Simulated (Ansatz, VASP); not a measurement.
**Zn: VASP beside Ansatz**

```xyz
2
Lattice="2.6700 0.0000 0.0000 -1.3350 2.3123 0.0000 0.0000 0.0000 4.9660" Properties=species:S:1:pos:R:3 pbc="T T T"
Zn    1.3350    0.7708    3.7245
Zn    0.0000    1.5415    1.2415
```

Alike in both runs: task single point; functional PBE; k mesh 11 × 11 × 6; occupations gaussian, width 0.05 eV; no spin polarisation.

|  | VASP | Ansatz |
| --- | --- | --- |
| version | VASP 6.6.1 | Ansatz 0.2.0 |
| potentials or method | VASP PAW PBE potentials, release 64 (Zn), cutoff 520 eV | all-electron LAPW, scalar-relativistic |

VASP gave:

```
gap on the k mesh at the Fermi level (eV)                     : none
pressure (GPa)                                                : -0.1
traceless stress, the component that is largest in VASP (GPa) : -1.20
```

Estimate Ansatz's values.

gap on the k mesh at the Fermi level (eV): none; pressure (GPa): -0.7; traceless stress, the component that is largest in VASP (GPa): -1.11.

A gap of «none» marks a metal or a gap that the smearing closes. Ansatz ran all-electron here, and VASP with PAW potentials.
